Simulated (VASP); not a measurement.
Wanted: the native input for a VASP 6.6.1 run.

```
Task                   : single point
Functional             : LDA
Potentials or basis    : VASP PAW LDA potentials, release 64 (Sn_d)
Cutoff                 : 520 eV
k mesh                 : 14 × 14 × 14
Occupations            : fermi-dirac, width 0.1 eV
Spin                   : no spin polarisation
Dipole correction      : no
Further INCAR settings : ALGO = Normal; EDIFF = 1e-06; NBANDS = 13
```

The structure of Sn lies in POSCAR:

```
Sn
1.0
   -1.7346850873      1.7341786664      2.1413317972
    1.7346850873     -1.7341786664      2.1413317972
    1.7346850873      1.7341786664     -2.1413317972
Sn
1
Direct
    0.0000000000      0.0000000000      0.0000000000
```

The input as run:

INCAR

```
SYSTEM = Sn
PREC = Accurate ; ENCUT = 520
EDIFF = 1E-6 ; ISMEAR = -1
SIGMA = 0.1 ; LREAL = .FALSE.
LASPH = .TRUE. ; NELM = 60
ALGO = Normal ; ISIF = 2
LWAVE = .FALSE. ; LCHARG = .FALSE.
GGA = CA ; NBANDS = 13
```

KPOINTS

```
Automatic mesh
0
G
  14 14 14
  0 0 0
```

Potentials or basis: VASP PAW LDA potentials, release 64 (Sn_d).

Run with:

```console
$ cat potpaw_LDA.64/Sn_d/POTCAR > POTCAR
$ mpirun -np 1 vasp_std > vasp.out
```

It gave:

```yaml
Pressure: 0.0 GPa
Band_gap_on_the_k_mesh: zero (bands 7 and 8 overlap by 10.09 eV)
```

Caveat: spin-orbit coupling is left out, which moves the levels of the heavy elements.

It took 54 s on 1 thread of AMD EPYC 9R45 96-Core Processor (Zen 5), with other jobs on the host, peak memory 0.21 GiB.
